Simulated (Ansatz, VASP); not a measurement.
MgB2: VASP beside Ansatz

```
Mg B
1.0
     3.06430    0.00000    0.00000
    -1.53215    2.65376    0.00000
     0.00000    0.00000    3.49935
Mg B
1 2
Direct
  0.00000 0.00000 0.00000
  0.33333 0.66667 0.50000
  0.66667 0.33333 0.50000
```

Change from the starting cell: volume scaled by 0.98, crystal datasets.

Alike in both runs: task electric field gradients; functional PBE; k mesh 12 × 12 × 9; occupations fermi-dirac, width 0.05 eV; no spin polarisation.

```csv
,VASP,Ansatz
version,VASP 6.6.1,Ansatz 0.2.0
potentials or method,"VASP PAW PBE potentials, release 64 (Mg, B), cutoff 520 eV","all-electron PAW with datasets made for the crystal, scalar-relativistic"
```

```tsv
	VASP	Ansatz	Ansatz less VASP
pressure (GPa)	1.8	2.0	+0.20
traceless stress, the component that is largest in VASP (GPa)	-0.61	-0.46	+0.157
size of Vzz on the site where it differs most (V/Å²)	0.2	2.7	+2.48
```

Ansatz ran all-electron here, and VASP with PAW potentials.
